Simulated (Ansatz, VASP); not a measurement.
LiF: VASP beside Ansatz

File INCAR:

```
SYSTEM = LiF
ALGO     = Normal         ! electronic algorithm
EDIFF    = 1E-6           ! SCF threshold, eV
ENCUT    = 520            ! plane-wave cutoff, eV
GGA      = PE             ! functional
ISIF     = 2              ! what is computed and relaxed
ISMEAR   = -1             ! smearing method
LASPH    = .True.         ! aspherical terms in the spheres
LCHARG   = .True.         ! write CHGCAR
LELF     = .True.         ! ELF
LREAL    = .False.        ! projectors in reciprocal space
LVHAR    = .True.       
LWAVE    = .False.        ! write WAVECAR
NBANDS   = 18             ! bands
NELM     = 60             ! most SCF steps
PREC     = Accurate       ! precision mode
SIGMA    = 0.02           ! smearing width, eV
```

KPOINTS

```
k-points
0
Gamma
  12 12 6
  0 0 0
```

Contents of POSCAR:

```
LiF
1.0
    3.0681115226      0.0000000000      0.0000000000
   -1.5340557613      2.6570625202      0.0000000000
    0.0000000000      0.0000000000      4.8164199260
Li F
2 2
Direct
    0.3333333333      0.6666666667      0.3809287762
    0.6666666667      0.3333333333      0.8809287762
    0.3333333333      0.6666666667      0.9940692238
    0.6666666667      0.3333333333      0.4940692238
```

Input for Ansatz:

```yaml
crystal:
  lattice:
    - [3.0681115226, 0.0, 0.0]
    - [-1.5340557613, 2.6570625202, 0.0]
    - [0.0, 0.0, 4.816419926]
  atoms:
    - { symbol: Li, position: [0.3333333333, 0.6666666667, 0.3809287762] }
    - { symbol: Li, position: [0.6666666667, 0.3333333333, 0.8809287762] }
    - { symbol: F, position: [0.3333333333, 0.6666666667, 0.9940692238] }
    - { symbol: F, position: [0.6666666667, 0.3333333333, 0.4940692238] }
kpoints:
  mp_grid: { grid: [12, 12, 6] }
  band_path:
    path:
      - [0.0, 0.0, 0.0]
      - [0.5, 0.0, 0.0]
      - [0.3333333333, 0.3333333333, 0.0]
      - [0.0, 0.0, 0.5]
      - [0.5, 0.0, 0.5]
      - [0.3333333333, 0.3333333333, 0.5]
    npoints: 1
hamiltonian:
  xc: pbe
scf:
  occupations: { method: fermi_dirac, width: 0.02 }
  n_extra_bands: 5
output:
  forces: true
  stress: true
  eigenvalues: true
  write_density: true
  write_potential: true
  elf: true
  volumetric_format: npy
```

Change from the starting cell: epitaxial_xy strain -0.4%.

Alike in both runs: task single point; functional PBE; k mesh 12 × 12 × 6; occupations fermi-dirac, width 0.02 eV; no spin polarisation.

|  | VASP | Ansatz |
| --- | --- | --- |
| version | VASP 6.6.1 | Ansatz 0.2.0 |
| potentials or method | VASP PAW PBE potentials, release 64 (Li_sv, F) | plane waves, PAW |
| plane-wave cutoff (eV) | 520 | 420 |
| valence electrons in the cell | 20 | 20 |

|  | VASP | Ansatz | Ansatz less VASP |
| --- | --- | --- | --- |
| gap on the k mesh at the Fermi level (eV) | 7.88 | 7.89 | +0.013 |
| rms of the force components (eV/Å) | 0.004 | 0.004 | 0.0000 |

Atom by atom the forces differ by 0.000 eV/Å (rms over components). The functional is the same, so the differences come from potentials, cutoffs and numerics.

Noted on VASP's run: the cutoff is under 1.25 times that of the potentials, so the pressure is a little rough.
